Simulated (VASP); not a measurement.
# CdSe (F-43m) in VASP: further runs

CdSe is run at these levels: r2SCAN0, PBE0; tasks: single point.

Program: VASP 6.6.1. These are calculated values, not measurements. Logs are shortened: lines on timing, memory, paths and dates and some standing lists are left out, and cuts for length are marked.

## Step 1: The cell of the first run

The structure is cubic, space group F-43m (No. 216). The conventional cell has a = 6.136 Å, b = 6.136 Å, c = 6.136 Å, α = 90.00°, β = 90.00°, γ = 90.00°. Cd (site symmetry -43m) has 4 Se at 2.66 Å within 3.5 Å. Within 3.5 Å of Se (site symmetry -43m) lie 4 Cd at 2.66 Å.

## Step 2: Single point, r2SCAN0

File POSCAR:

```
CdSe
1.0
    0.0000000000      3.0678017005      3.0678017005
    3.0678017005      0.0000000000      3.0678017005
    3.0678017005      3.0678017005      0.0000000000
Cd Se
1 1
Direct
    0.0000000000      0.0000000000      0.0000000000
    0.7500000000      0.7500000000      0.7500000000
```

File INCAR.step1:

```
ALGO     = Normal         # electronic algorithm
EDIFF    = 1E-5           # SCF threshold, eV
ENCUT    = 520            # plane-wave cutoff, eV
GGA      = PE             # functional
ISIF     = 2              # what is computed and relaxed
ISMEAR   = 0              # smearing method
LASPH    = True           # aspherical terms in the spheres
LCHARG   = False          # write CHGCAR
LREAL    = False          # projectors in reciprocal space
LWAVE    = True           # write WAVECAR
NBANDS   = 16             # bands
NELM     = 60             # most SCF steps
PREC     = Accurate       # precision mode
SIGMA    = 0.01           # smearing width, eV
```

File INCAR.step2:

```
AEXX     = 0.25           # exact-exchange fraction
ALGO     = Normal         # electronic algorithm
EDIFF    = 1E-7           # SCF threshold, eV
ENCUT    = 520            # plane-wave cutoff, eV
ISIF     = 2              # what is computed and relaxed
ISMEAR   = 0              # smearing method
ISTART   = 1            
LASPH    = True           # aspherical terms in the spheres
LCHARG   = False          # write CHGCAR
LHFCALC  = True           # exact exchange
LMIXTAU  = True         
LREAL    = False          # projectors in reciprocal space
LWAVE    = False          # write WAVECAR
METAGGA  = R2SCAN         # meta-GGA
NBANDS   = 16             # bands
NELM     = 60             # most SCF steps
PREC     = Accurate       # precision mode
PRECFOCK = Normal       
SIGMA    = 0.01           # smearing width, eV
```

File KPOINTS:

```
k-points
0
Gamma
  6 6 6
```

Potentials or basis: VASP PAW PBE potentials, release 64 (Cd, Se).

The run is started by

```
> cat potpaw_PBE.64/Cd/POTCAR potpaw_PBE.64/Se/POTCAR > POTCAR
> cp INCAR.step1 INCAR
> mpirun -np 1 vasp_std > vasp.out
> cp INCAR.step2 INCAR
> mpirun -np 1 vasp_std > vasp.out
```

OUTCAR:

```text
AEXX = 0.25
   EDIFF = 1E-7
   ENCUT = 520
   ISIF = 2
   ISMEAR = 0
   ISTART = 1
   LASPH = True
   LHFCALC = True
   LREAL = False
   METAGGA = R2SCAN
   NELM = 60
   PREC = Accurate
   PRECFOCK = Normal

 ion  position               nearest neighbor table
   1  0.000  0.000  0.000-   2 2.66   2 2.66   2 2.66   2 2.66
   2  0.750  0.750  0.750-   1 2.66   1 2.66   1 2.66   1 2.66

  LATTYP: Found a face centered cubic cell.
 ALAT       =     6.1356034010

  Lattice vectors:

 A1 = (   0.0000000000,   3.0678017005,   3.0678017005)
 A2 = (   3.0678017005,   0.0000000000,   3.0678017005)
 A3 = (   3.0678017005,   3.0678017005,   0.0000000000)

Analysis of symmetry for initial positions (statically):
=====================================================================
 Subroutine PRICEL returns:
 Original cell was already a primitive cell.

 Routine SETGRP: Setting up the symmetry group for a
 face centered cubic supercell.

 Subroutine GETGRP returns: Found 24 space group operations
 (whereof 24 operations were pure point group operations)
 out of a pool of 48 trial point group operations.

The static configuration has the point symmetry T_d .

Analysis of symmetry for dynamics (positions and initial velocities):
=====================================================================
 Subroutine PRICEL returns:
 Original cell was already a primitive cell.

 Routine SETGRP: Setting up the symmetry group for a
 face centered cubic supercell.

 Subroutine GETGRP returns: Found 24 space group operations
 (whereof 24 operations were pure point group operations)
 out of a pool of 48 trial point group operations.

The dynamic configuration has the point symmetry T_d .

 Subroutine INISYM returns: Found 24 space group operations
 (whereof 24 operations are pure point group operations),
 and found     1 'primitive' translations

----------------------------------------------------------------------------------------

                                     Primitive cell

  volume of cell :      57.7447

  direct lattice vectors                    reciprocal lattice vectors
     0.000000000  3.067801701  3.067801701    -0.162983155  0.162983155  0.162983155
     3.067801701  0.000000000  3.067801701     0.162983155 -0.162983155  0.162983155
     3.067801701  3.067801701  0.000000000     0.162983155  0.162983155 -0.162983155

  length of vectors
     4.338526772  4.338526772  4.338526772     0.282295105  0.282295105  0.282295105

  position of ions in fractional coordinates (direct lattice)
     0.000000000  0.000000000  0.000000000
     0.750000000  0.750000000  0.750000000

  ion indices of the primitive-cell ions
   primitive index   ion index
                 1           1
                 2           2

----------------------------------------------------------------------------------------

 KPOINTS: k-points

Automatic generation of k-mesh.
 Grid dimensions read from file:
 generate k-points for:    6    6    6

 Generating k-lattice:

  Cartesian coordinates                     Fractional coordinates (reciprocal lattice)
    -0.027163859  0.027163859  0.027163859     0.166666667  0.000000000  0.000000000
     0.027163859 -0.027163859  0.027163859     0.000000000  0.166666667  0.000000000
     0.027163859  0.027163859 -0.027163859     0.000000000  0.000000000  0.166666667

  Length of vectors
     0.047049184  0.047049184  0.047049184

  Shift w.r.t. Gamma in fractional coordinates (k-lattice)
     0.000000000  0.000000000  0.000000000

 Subroutine IBZKPT returns following result:
 ===========================================

 Found     16 irreducible k-points:

 Following reciprocal coordinates:
            Coordinates               Weight
  0.000000  0.000000  0.000000      1.000000
  0.166667  0.000000  0.000000      8.000000
  0.333333  0.000000  0.000000      8.000000
  0.500000  0.000000  0.000000      4.000000
  0.166667  0.166667  0.000000      6.000000
  0.333333  0.166667  0.000000     24.000000
[... 8 lines left out ...]
 -0.333333  0.333333  0.166667     24.000000
 -0.333333  0.500000  0.166667     12.000000
   k-points           NKPTS =     16   k-points in BZ     NKDIM =    216   number of bands    NBANDS=     16
   number of dos      NEDOS =    301   number of ions     NIONS =      2
   total plane-waves  NPLWV =  32768
   dimension x,y,z NGX =    32 NGY =   32 NGZ =   32
   dimension x,y,z NGXF=    64 NGYF=   64 NGZF=   64
   ions per type =               1   1
   NGX,Y,Z   is equivalent  to a cutoff of  12.26, 12.26, 12.26 a.u.
   NGXF,Y,Z  is equivalent  to a cutoff of  24.52, 24.52, 24.52 a.u.
 SYSTEM =  unknown system
   PREC   = accura    normal or accurate (medium, high low for compatibility)
   ISTART =      1    job   : 0-new  1-cont  2-samecut
   ICHARG =      0    charge: 1-file 2-atom 10-const
   ISPIN  =      1    spin polarized calculation?
   LNONCOLLINEAR =      F non collinear calculations
   LSORBIT =      F    spin-orbit coupling
   LASPH  =      T    aspherical Exc in radial PAW
   ENCUT  =  520.0 eV  38.22 Ry    6.18 a.u.   8.07  8.07  8.07*2*pi/ulx,y,z
   NELM   =     60;   NELMIN=  2; NELMDL=  0     # of ELM steps
   EDIFF  = 0.1E-06   stopping-criterion for ELM
   LREAL  =      F    real-space projection
   EDIFFG = 0.1E-05   stopping-criterion for IOM
   NSW    =      0    number of steps for IOM
   IBRION =     -1    ionic relax: 0-MD 1-quasi-New 2-CG
   NFREE  =      0    steps in history (QN), initial steepest desc. (CG)
   ISIF   =      2    stress and relaxation
   ISYM   =      3    0-nonsym 1-usesym 2-fastsym
   POTIM  = 0.5000    time-step for ionic-motion
   TEBEG  =    0.0;   TEEND  =   0.0 temperature during run
   PSTRESS=    0.0 pullay stress
   NELECT =      18.0000    total number of electrons
   NUPDOWN=      -1.0000    fix difference up-down
   EMIN   =  10.00;   EMAX   =-10.00  energy-range for DOS
   EFERMI =   0.00;   METHOD = LEGACY
   ISMEAR =     0;   SIGMA  =   0.01  broadening in eV -4-tet -1-fermi 0-gaus
   EFERMI_NEDOS =   21; number of points for ismear=-14 and -15
   IALGO  =     38    algorithm
   IMIX   =      1    mixing-type and parameters
     AMIX     =   0.40;   BMIX     =  1.00
     AMIX_MAG =   1.60;   BMIX_MAG =  1.00
  volume/ion in A,a.u.               =      28.87       194.84
  Fermi-wavevector in a.u.,A,eV,Ry     =   1.110014  2.097622 16.764155  1.232131
  Thomas-Fermi vector in A             =   2.246560
   LORBIT       =      0    0 simple, 1 ext, 2 COOP (PROOUT), +10 PAW based schemes
   METAGGA = R2SCAN    functional components
   LHFCALC =     T    Hartree Fock is set to
   PRECFOCK=normal    Normal, Fast or Accurate (Low or Medium for compatibility)
   ENCUT4O =  -1.0   cutoff for four orbital integrals eV
   NKREDX  =     1    reduce k-point grid by
   NKREDY  =     1    reduce k-point grid by
   NKREDZ  =     1    reduce k-point grid by
   AEXX    =    0.2500 exact exchange contribution
   HFSCREEN=    0.0000 screening length (either q_TF or 0.3 A-1)
   HFSCREENC=   0.0000 screening length for correlation (either q_TF or 0.3 A-1)
   ENCUTFOCK=  -1.0 apply spherical cutoff to Coloumb kernel
   IVDW    =     0    specifies the selected vdW correction
   LEPSILON=     F    determine dielectric tensor
   LRPA    =     F    only Hartree local field effects (RPA)
 non-spin polarized calculation
 Gauss-broadening in eV      SIGMA  =   0.01
  energy-cutoff  :      520.00
  volume of cell :       57.74
 maximum number of plane-waves:      1588
  NGX = 28; NGY = 28; NGZ = 28

 number of electron      18.0000008 magnetization

 Free energy of the ion-electron system (eV)
  ---------------------------------------------------
  ext. energy  EPLUGINS =         0.00000000
  ---------------------------------------------------
  free energy    TOTEN  =       -30.43175462 eV

  energy without entropy =      -30.43175462  energy(sigma->0) =      -30.43175462

 E-fermi :  -0.2706     XC(G=0):  -7.2778

 val. band max:       -0.4013053306   @ k =   0.0000   0.0000   0.0000
 cond. band min:       1.9920930087   @ k =   0.0000   0.0000   0.0000
 fundamental gap:      2.3933983392
 Fermi energy:        -0.2705779204

 k-point     1 :       0.0000    0.0000    0.0000
  band No.  band energies     occupation
      1     -14.3074      2.00000
      2      -9.7016      2.00000
      3      -9.7016      2.00000
      4      -9.7016      2.00000
      5      -9.3393      2.00000
      6      -9.3393      2.00000
[... 8 lines left out ...]
     15      12.8745      0.00000
     16      12.8745      0.00000

 k-point     2 :       0.1667    0.0000    0.0000
  band No.  band energies     occupation
      1     -14.2113      2.00000
      2      -9.6745      2.00000
      3      -9.6745      2.00000
      4      -9.6016      2.00000
      5      -9.3402      2.00000
      6      -9.3402      2.00000
[... 8 lines left out ...]
     15      11.7977      0.00000
     16      12.1547      0.00000

 k-point     3 :       0.3333    0.0000    0.0000
  band No.  band energies     occupation
      1     -14.0180      2.00000
      2      -9.6283      2.00000
      3      -9.6283      2.00000
      4      -9.3315      2.00000
      5      -9.3315      2.00000
      6      -9.2854      2.00000
[... 8 lines left out ...]
     15      12.3166      0.00000
     16      12.3166      0.00000

 k-point     4 :       0.5000    0.0000    0.0000
  band No.  band energies     occupation
      1     -13.9218      2.00000
      2      -9.6109      2.00000
      3      -9.6109      2.00000
      4      -9.3204      2.00000
      5      -9.3204      2.00000
      6      -9.0213      2.00000
[... 8 lines left out ...]
     15      14.0740      0.00000
     16      14.0740      0.00000

 k-point     5 :       0.1667    0.1667    0.0000
  band No.  band energies     occupation
      1     -14.1796      2.00000
      2      -9.6465      2.00000
      3      -9.6465      2.00000
      4      -9.6084      2.00000
      5      -9.3535      2.00000
      6      -9.3266      2.00000
[... 8 lines left out ...]
     15      13.1371      0.00000
     16      13.5489      0.00000

 k-point     6 :       0.3333    0.1667    0.0000
  band No.  band energies     occupation
      1     -14.0197      2.00000
      2      -9.6118      2.00000
      3      -9.5935      2.00000
      4      -9.4264      2.00000
      5      -9.3158      2.00000
      6      -9.2964      2.00000
[... 8 lines left out ...]
     15      13.3303      0.00000
     16      13.4945      0.00000
[... 115 lines left out ...]
 k-point    13 :       0.5000    0.5000    0.0000
  band No.  band energies     occupation
      1     -13.8023      2.00000
      2      -9.4917      2.00000
      3      -9.4595      2.00000
      4      -9.4595      2.00000
      5      -9.2879      2.00000
      6      -8.9364      2.00000
[... 8 lines left out ...]
     15      14.3315      0.00000
     16      15.2776      0.00000

 k-point    14 :       0.5000    0.3333    0.1667
  band No.  band energies     occupation
      1     -13.8945      2.00000
      2      -9.5632      2.00000
      3      -9.5518      2.00000
      4      -9.3980      2.00000
      5      -9.3163      2.00000
      6      -9.0639      2.00000
[... 8 lines left out ...]
     15      14.0370      0.00000
     16      15.0933      0.00000

 k-point    15 :      -0.3333    0.3333    0.1667
  band No.  band energies     occupation
      1     -13.8331      2.00000
      2      -9.5532      2.00000
      3      -9.5295      2.00000
      4      -9.3702      2.00000
      5      -9.3296      2.00000
      6      -8.8798      2.00000
[... 8 lines left out ...]
     15      13.7047      0.00000
     16      14.9965      0.00000

 k-point    16 :      -0.3333    0.5000    0.1667
  band No.  band energies     occupation
      1     -13.8032      2.00000
      2      -9.5125      2.00000
      3      -9.5093      2.00000
      4      -9.4014      2.00000
      5      -9.3148      2.00000
      6      -8.8501      2.00000
[... 8 lines left out ...]
     15      14.6608      0.00000
     16      14.9432      0.00000

------------------------ aborting loop because EDIFF is reached ----------------------------------------

  FORCE on cell =-STRESS in cart. coord.  units (eV):
  Direction    XX          YY          ZZ          XY          YZ          ZX
  --------------------------------------------------------------------------------------
  -------------------------------------------------------------------------------------
  Total       -0.2005691     -0.2005691     -0.2005691     -0.0000000     -0.0000000     -0.0000000
  in kB       -5.5649688     -5.5649688     -5.5649688     -0.0000000     -0.0000000     -0.0000000
  external PRESSURE =      -5.5649688 kB  Pullay stress =       0.0000000 kB

 VOLUME and BASIS-vectors are now :
 -----------------------------------------------------------------------------
  energy-cutoff  :      520.00
  volume of cell :       57.74
      direct lattice vectors                 reciprocal lattice vectors
     0.000000000  3.067801701  3.067801701    -0.162983155  0.162983155  0.162983155
     3.067801701  0.000000000  3.067801701     0.162983155 -0.162983155  0.162983155
     3.067801701  3.067801701  0.000000000     0.162983155  0.162983155 -0.162983155

 POSITION                                       TOTAL-FORCE (eV/Angst)
 -----------------------------------------------------------------------------------
      0.00000      0.00000      0.00000        -0.000000     -0.000000     -0.000000
      4.60170      4.60170      4.60170         0.000000      0.000000      0.000000
 -----------------------------------------------------------------------------------
    total drift:                                0.000001     -0.000001      0.000001

  FREE ENERGIE OF THE ION-ELECTRON SYSTEM (eV)
  ---------------------------------------------------
  free  energy   TOTEN  =       -30.4317546159 eV

  energy  without entropy=      -30.4317546159  energy(sigma->0) =      -30.43175462
```

Run time: 2.4 h. Hardware: 1 thread of Intel Xeon Platinum 8259CL at 2.50GHz (Skylake/Cascade Lake), shared host; peak memory 0.23 GiB.

What came out:

| Item | Value |
| --- | --- |
| Free energy | -30.4318 eV |
| Pressure | -0.6 GPa |
| Band gap on the k mesh | 2.39 eV |

Caveat: the PAW data sets were made with another functional, which shifts forces and pressure a little.

## Step 3: Single point, PBE0

POSCAR is that of step 2.

File INCAR.step1:

```
SYSTEM = CdSe
PREC = Accurate ; ENCUT = 520
EDIFF = 1E-5 ; ISMEAR = 0
SIGMA = 0.01 ; LREAL = .False.
LASPH = .True. ; NELM = 80
ALGO = Normal ; ISIF = 2
LWAVE = .True. ; LCHARG = .False.
NBANDS = 16 ; GGA = PE
```

File INCAR.step2:

```
SYSTEM = CdSe
PREC = Accurate ; ENCUT = 520
EDIFF = 1E-7 ; ISMEAR = 0
SIGMA = 0.01 ; LREAL = .False.
LASPH = .True. ; NELM = 80
ALGO = Normal ; ISIF = 2
LWAVE = .False. ; LCHARG = .False.
GGA = PE ; LHFCALC = .True.
AEXX = 0.25 ; PRECFOCK = Normal
NBANDS = 16 ; ISTART = 1
```

File KPOINTS:

```
regular mesh
0
Gamma
  6 6 6
  0 0 0
```

Potentials or basis: VASP PAW PBE potentials, release 64 (Cd, Se).

The run is started by

```
> cat potpaw_PBE.64/Cd/POTCAR potpaw_PBE.64/Se/POTCAR > POTCAR
> cp INCAR.step1 INCAR
> mpirun -np 1 vasp_std > vasp.out
> cp INCAR.step2 INCAR
> mpirun -np 1 vasp_std > vasp.out
```

Wall time 1.6 h (1 thread of Oxide Virtual Turin-like, shared host); peak memory 0.19 GiB.

Results (log left out):

| Quantity | Value |
| --- | --- |
| Free energy | -7.3961 eV |
| Pressure | 0.2 GPa |
| Band gap on the k mesh | 2.11 eV |

Levels at points of the mesh, in eV from the valence-band top:
| k point | band 7 | band 8 | band 9 | band 10 | band 11 | band 12 |
| --- | --- | --- | --- | --- | --- | --- |
| (0.00, 0.00, 0.00) | 0.00 | 0.00 | 0.00 | 2.11 | 7.68 | 7.68 |
| (0.50, 0.00, 0.00) | -4.59 | -0.78 | -0.78 | 4.02 | 8.17 | 8.17 |
| (0.50, 0.50, 0.00) | -4.29 | -1.93 | -1.93 | 4.66 | 5.42 | 10.91 |

Caveat: the PAW data sets were made with another functional, which shifts forces and pressure a little.
